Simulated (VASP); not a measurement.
# BeC63 (a cell with a defect) in VASP: single point with PBEsol

Aim: the single point of BeC63 (a cell with a defect) with PBEsol.

Program: VASP 6.6.1. These are calculated values, not measurements. Logs are shortened: lines on timing, memory, paths and dates and some standing lists are left out, and cuts for length are marked.

**1. The cell of the first run**

The cell holds a defect, 64 atoms: a = 7.108 Å, b = 7.108 Å, c = 7.108 Å, α = 90.00°, β = 90.00°, γ = 90.00°.

**2. Single point, PBEsol, collinear spin**

File INCAR:

```
SYSTEM = BeC63
ALGO = Normal ; EDIFF = 1E-7
ENCUT = 520 ; GGA = PS
ISIF = 2 ; ISMEAR = -1
ISPIN = 2 ; ISYM = 0
LASPH = .TRUE. ; LCHARG = .FALSE.
LORBIT = 11 ; LREAL = Auto
LWAVE = .FALSE. ; MAGMOM = 0 0 0 0 0 0 0 0 0 0 0 0 0 0 0.2 0 0 0 0 0 0 0 0 0 0.2 0 0 0 0 0 0 0 0 0 0 0 0 0 0 0 0 0.2 0 0 0 0 0 0 0 0 0 0 0 0 0 0 0 0 0 0.2 0 0 0 0.2
NBANDS = 169 ; NELECT = 253.0
NELM = 150 ; PREC = Accurate
SIGMA = 0.05
```

File KPOINTS:

```
Automatic mesh
0
Gamma
  1 1 1
  0.25 0.25 0.25
```

File POSCAR:

```
BeC63
1.0
    7.1076060000      0.0000000000      0.0000000000
    0.0000000000      7.1076060000      0.0000000000
    0.0000000000      0.0000000000      7.1076060000
C Be
63 1
Direct
    0.0007230000      0.9999890000      0.0001310000
    0.0002620000      0.9999320000      0.5015680000
    0.0002570000      0.5014080000      0.0000230000
    0.0005770000      0.4997130000      0.4998960000
    0.5014750000      0.9998830000      0.9999980000
    0.5005640000      0.9996080000      0.4998680000
    0.5005710000      0.4996790000      0.9997490000
    0.1257180000      0.1244260000      0.1245680000
    0.1237850000      0.1225150000      0.6249800000
    0.1237450000      0.6248650000      0.1225660000
    0.1259040000      0.6244380000      0.6246100000
    0.6262960000      0.1232360000      0.1233450000
    0.6254130000      0.1239780000      0.6251200000
    0.6254260000      0.6249510000      0.1240940000
    0.6372860000      0.6340970000      0.6342960000
    0.2506650000      0.2495510000      0.9998960000
    0.2486540000      0.2478600000      0.5003760000
    0.2507130000      0.7496300000      0.9994170000
    0.2512870000      0.7493290000      0.5009570000
    0.7501680000      0.2502170000      0.9999210000
    0.7486960000      0.2519080000      0.5020820000
    0.7510180000      0.7501290000      0.0003020000
    0.7529080000      0.7520880000      0.5028600000
    0.3756680000      0.3751490000      0.1237470000
    0.3632710000      0.3585790000      0.6342120000
    0.3748230000      0.8763420000      0.1226700000
    0.3771000000      0.8741510000      0.6252690000
    0.8772380000      0.3728340000      0.1230280000
    0.8757330000      0.3763080000      0.6255380000
    0.8755970000      0.8744800000      0.1249760000
    0.8777140000      0.8764810000      0.6249320000
    0.2506580000      0.9997780000      0.2497320000
    0.2507490000      0.9992830000      0.7497560000
    0.2486320000      0.5002360000      0.2479000000
    0.2511790000      0.5007940000      0.7495400000
    0.7501660000      0.9997840000      0.2503840000
    0.7509790000      0.0001870000      0.7502640000
    0.7487270000      0.5018870000      0.2519690000
    0.7529970000      0.5027080000      0.7522910000
    0.3756730000      0.1236590000      0.3753250000
    0.3748520000      0.1225450000      0.8764510000
    0.3632970000      0.6340010000      0.3585630000
    0.3770390000      0.6251380000      0.8742920000
    0.8772290000      0.1229440000      0.3729660000
    0.8755870000      0.1248480000      0.8745970000
    0.8757090000      0.6253790000      0.3764490000
    0.8777640000      0.6247820000      0.8766160000
    0.0004090000      0.2501370000      0.2503000000
    0.0002170000      0.2500080000      0.7496130000
    0.0002230000      0.7494930000      0.2501350000
    0.0012080000      0.7500060000      0.7501660000
    0.4999740000      0.2498450000      0.2499480000
    0.5004050000      0.2488770000      0.7507340000
    0.5003950000      0.7505280000      0.2490420000
    0.5034160000      0.7519080000      0.7520130000
    0.1251670000      0.3750640000      0.3752220000
    0.1246900000      0.3729900000      0.8756460000
    0.1247320000      0.8755480000      0.3730900000
    0.1259460000      0.8743150000      0.8744340000
    0.6369060000      0.3608670000      0.3608650000
    0.6258990000      0.3759510000      0.8744790000
    0.6258520000      0.8743010000      0.3761530000
    0.6259730000      0.8766870000      0.8767790000
    0.4960410000      0.5114030000      0.5114150000
```

Potentials or basis: VASP PAW PBE potentials, release 64 (C, Be).

Run with:

```sh
$ cat potpaw_PBE.64/C/POTCAR potpaw_PBE.64/Be/POTCAR > POTCAR
$ mpirun -np 1 vasp_std > vasp.out
```

OUTCAR:

```text
SYSTEM = BeC63
   EDIFF = 1E-7
   ENCUT = 520
   GGA = PS
   ISIF = 2
   ISMEAR = -1
   ISPIN = 2
   ISYM = 0
   LASPH = .TRUE.
   LORBIT = 11
   LREAL = Auto
   NELECT = 253.0
   NELM = 150
   PREC = Accurate

 ion  position               nearest neighbor table
   1  0.001  1.000  0.000-   8 1.53  30 1.54  45 1.54  59 1.55
   2  0.000  1.000  0.502-  31 1.52   9 1.52  44 1.54  58 1.55
   3  0.000  0.501  0.000-  47 1.52  10 1.52  28 1.54  57 1.55
   4  0.001  0.500  0.500-  29 1.53  56 1.53  46 1.53  11 1.54
   5  0.501  1.000  1.000-  63 1.52  12 1.52  41 1.53  26 1.53
   6  0.501  1.000  0.500-  40 1.53  62 1.54  27 1.54  13 1.54
[... 56 lines left out ...]
  63  0.626  0.877  0.877-   5 1.52  55 1.53  37 1.54  22 1.54
  64  0.496  0.511  0.511-  15 1.59  42 1.68  25 1.68  60 1.81

IMPORTANT INFORMATION: All symmetrisations will be switched off!
NOSYMM: (Re-)initialisation of all symmetry stuff for point group C_1.

----------------------------------------------------------------------------------------

                                     Primitive cell

  volume of cell :     359.0625

  direct lattice vectors                    reciprocal lattice vectors
     7.107606000  0.000000000  0.000000000     0.140694349  0.000000000  0.000000000
     0.000000000  7.107606000  0.000000000     0.000000000  0.140694349  0.000000000
     0.000000000  0.000000000  7.107606000     0.000000000  0.000000000  0.140694349

  length of vectors
     7.107606000  7.107606000  7.107606000     0.140694349  0.140694349  0.140694349

  position of ions in fractional coordinates (direct lattice)
     0.000723000  0.999989000  0.000131000
     0.000262000  0.999932000  0.501568000
     0.000257000  0.501408000  0.000023000
     0.000577000  0.499713000  0.499896000
     0.501475000  0.999883000  0.999998000
     0.500564000  0.999608000  0.499868000
[... 56 lines left out ...]
     0.625973000  0.876687000  0.876779000
     0.496041000  0.511403000  0.511415000

  ion indices of the primitive-cell ions
   primitive index   ion index
                 1           1
                 2           2
                 3           3
                 4           4
                 5           5
                 6           6
[... 56 lines left out ...]
                63          63
                64          64

----------------------------------------------------------------------------------------

 KPOINTS: Automatic mesh

Automatic generation of k-mesh.
 Grid dimensions read from file:
 generate k-points for:    1    1    1

[... 85 lines left out ...]
  ---------------------------------------------------
  ext. energy  EPLUGINS =         0.00000000
  ---------------------------------------------------
  free energy    TOTEN  =      -614.91948312 eV

  energy without entropy =     -614.85733873  energy(sigma->0) =     -614.88841093

 E-fermi :   9.7371     XC(G=0): -13.4392

 val. band max:        9.7184192040   @ k =   0.2500  -0.2500   0.2500
 cond. band min:       9.8597882142   @ k =   0.2500   0.2500   0.2500
 fundamental gap:      0.1413690103
 Fermi energy:         9.7370910503

 spin component 1

 k-point     1 :       0.2500    0.2500    0.2500
  band No.  band energies     occupation
      1     -11.4085      1.00000
      2     -10.3305      1.00000
      3     -10.3117      1.00000
      4     -10.0982      1.00000
      5      -9.1912      1.00000
      6      -9.1736      1.00000
[... 553 lines left out ...]
    137      15.8696      0.00000
    138      16.2738      0.00000
 Fermi energy:         9.7370910503

 spin component 2

 k-point     1 :       0.2500    0.2500    0.2500
  band No.  band energies     occupation
      1     -11.4086      1.00000
      2     -10.3305      1.00000
      3     -10.3117      1.00000
      4     -10.0982      1.00000
      5      -9.1912      1.00000
      6      -9.1736      1.00000
[... 553 lines left out ...]
    137      15.8696      0.00000
    138      16.2738      0.00000
 [bands above 138 left out]

------------------------ aborting loop because EDIFF is reached ----------------------------------------

  FORCE on cell =-STRESS in cart. coord.  units (eV):
  Direction    XX          YY          ZZ          XY          YZ          ZX
  --------------------------------------------------------------------------------------
  -------------------------------------------------------------------------------------
  Total        1.3382360     -0.5738531     -0.4317825      3.9046713      0.7366842      3.8883496
  in kB        5.9713600     -2.5605973     -1.9266622     17.4230838      3.2871682     17.3502544
  external PRESSURE =       0.4947001 kB  Pullay stress =       0.0000000 kB

 VOLUME and BASIS-vectors are now :
 -----------------------------------------------------------------------------
  energy-cutoff  :      520.00
  volume of cell :      359.06
      direct lattice vectors                 reciprocal lattice vectors
     7.107606000  0.000000000  0.000000000     0.140694349  0.000000000  0.000000000
     0.000000000  7.107606000  0.000000000     0.000000000  0.140694349  0.000000000
     0.000000000  0.000000000  7.107606000     0.000000000  0.000000000  0.140694349

 POSITION                                       TOTAL-FORCE (eV/Angst)
 -----------------------------------------------------------------------------------
      0.00514      7.10753      0.00093         0.032763     -0.079845     -0.085493
      0.00186      7.10712      3.56495         0.173331     -0.043238     -0.532695
      0.00183      3.56381      0.00016         0.172638     -0.525582     -0.036811
      0.00410      3.55176      3.55306         0.071442      0.074117      0.058777
      3.56429      7.10677      7.10759        -0.181564      0.066580      0.070305
      3.55781      7.10482      3.55286         0.102582     -0.036531      0.069838
[... 56 lines left out ...]
      4.44917      6.23115      6.23180         0.345870     -0.077128     -0.062428
      3.52566      3.63485      3.63494         0.032138     -0.801901     -0.791471
 -----------------------------------------------------------------------------------
    total drift:                               -0.044941      0.012682      0.015642

  FREE ENERGIE OF THE ION-ELECTRON SYSTEM (eV)
  ---------------------------------------------------
  free  energy   TOTEN  =      -614.9194831209 eV

  energy  without entropy=     -614.8573387323  energy(sigma->0) =     -614.88841093

 total charge

# of ion       s       p       d       tot
------------------------------------------
    1        0.826   1.743   0.000   2.568
    2        0.831   1.758   0.000   2.589
    3        0.832   1.758   0.000   2.590
    4        0.825   1.752   0.000   2.578
    5        0.833   1.761   0.000   2.594
    6        0.825   1.753   0.000   2.578
[... 56 lines left out ...]
   63        0.831   1.753   0.000   2.584
   64        0.611   1.101   0.000   1.712
--------------------------------------------------
tot         52.848 111.120   0.000 163.969

 magnetization (x)

# of ion       s       p       d       tot
------------------------------------------
    1        0.000  -0.000   0.000  -0.000
    2       -0.000  -0.000   0.000  -0.000
    3       -0.000  -0.000   0.000  -0.000
    4        0.000  -0.000   0.000   0.000
    5       -0.000  -0.000   0.000  -0.000
    6        0.000  -0.000   0.000  -0.000
[... 56 lines left out ...]
   63       -0.000  -0.000   0.000  -0.000
   64       -0.000  -0.000   0.000  -0.000
--------------------------------------------------
tot         -0.000  -0.000   0.000  -0.000
```

It took 44 min on 1 thread of Intel Xeon 8259CL, shared host; peak memory 0.7 GiB.

Results:

```
Free energy                                           : -614.9195 eV
Largest force                                         : 1.127 eV/Å
Net moment                                            : 0.00 μB per cell
Valence electrons inside the program's atomic spheres : C 2.57, 2.59, 2.58, 2.66, 2.55, 2.56, 2.62 (each value once); Be 1.71
```

Forces on the atoms (eV/Å):
```
C    0.033 -0.080 -0.085
C    0.173 -0.043 -0.533
C    0.173 -0.526 -0.037
C    0.071  0.074  0.059
C   -0.182  0.067  0.070
C    0.103 -0.037  0.070
C    0.102  0.082 -0.045
C   -0.069  0.105  0.106
C   -0.176 -0.023  0.160
C   -0.171  0.150 -0.004
C   -0.098  0.017  0.006
C    0.002 -0.052 -0.040
C   -0.108  0.111  0.013
C   -0.107  0.022  0.106
C    0.518  0.634  0.639
C    0.106  0.000 -0.062
C    0.161 -0.036 -0.136
C    0.124 -0.019 -0.013
C    0.043 -0.036 -0.445
C    0.092 -0.027 -0.049
C    0.284 -0.296 -0.382
C    0.021 -0.039  0.004
C   -0.027 -0.110 -0.349
C   -0.078 -0.039  0.062
C   -0.138  0.532  0.347
C   -0.072  0.021  0.062
C   -0.101  0.084 -0.087
C   -0.139  0.413  0.157
C   -0.084 -0.047 -0.084
C   -0.074  0.064  0.029
C   -0.105 -0.007  0.339
C    0.115 -0.057 -0.010
C    0.116 -0.009 -0.023
C    0.155 -0.138 -0.031
C    0.065 -0.435 -0.042
C    0.084 -0.045 -0.031
C    0.030  0.006 -0.042
C    0.291 -0.361 -0.298
C   -0.046 -0.346 -0.117
C   -0.073  0.058 -0.041
C   -0.082  0.058  0.026
C   -0.152  0.345  0.551
C   -0.086 -0.088  0.087
C   -0.145  0.149  0.423
C   -0.068  0.021  0.069
C   -0.074 -0.084 -0.050
C   -0.116  0.340 -0.001
C    0.059 -0.086 -0.098
C    0.130 -0.035  0.009
C    0.128  0.004 -0.033
C    0.068 -0.054 -0.067
C   -0.079 -0.080 -0.075
C    0.156  0.024 -0.151
C    0.165 -0.133  0.002
C   -0.287 -0.151 -0.134
C   -0.117 -0.027 -0.039
C   -0.157  0.299  0.113
C   -0.162  0.096  0.320
C   -0.103  0.077  0.079
C   -0.166  0.563  0.594
C   -0.157 -0.070  0.069
C   -0.151  0.077 -0.083
C    0.346 -0.077 -0.062
Be   0.032 -0.802 -0.791
```

Caveat: the k points lie up to 0.44 Å⁻¹ apart; the cell carries a net charge on a neutralising background, which shifts energy and pressure; the cell is charged against a uniform background, so pressure and absolute levels hang on convention; the PAW data sets were made with another functional, which shifts forces and pressure a little.
